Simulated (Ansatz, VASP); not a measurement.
One calculation of Zr, two programs

```
Zr
1.0
     5.70355    0.00000    0.00000
     0.00000    5.70355    0.00000
     0.00000    0.00000    5.70355
Zr
8
Direct
  0.00000 0.00000 0.00000
  0.50000 0.50000 0.50000
  0.25000 0.00000 0.50000
  0.75000 0.00000 0.50000
  0.50000 0.25000 0.00000
  0.50000 0.75000 0.00000
  0.00000 0.50000 0.25000
  0.00000 0.50000 0.75000
```

Alike in both runs: functional r2SCAN; k mesh 5 × 5 × 5; occupations fermi-dirac, width 0.1 eV; no spin polarisation.

Ansatz relaxed the structure, and its values are those at the end. VASP's run is a single point on that final structure, the one shown.

|  | VASP | Ansatz |
| --- | --- | --- |
| version | VASP 6.6.1 | Ansatz 0.2.0 |
| potentials or method | VASP PAW PBE potentials, release 64 (Zr_sv), cutoff 520 eV | plane waves (500 eV) with PAW, scalar-relativistic |
| valence electrons in the cell | 96 | 96 |

|  | VASP | Ansatz | Ansatz less VASP |
| --- | --- | --- | --- |
| pressure (GPa) | 0.0 | 0.0 | -0.03 |

VASP's potentials were made for PBE, not for r2SCAN. The functional is the same, so the differences come from potentials, cutoffs and numerics.
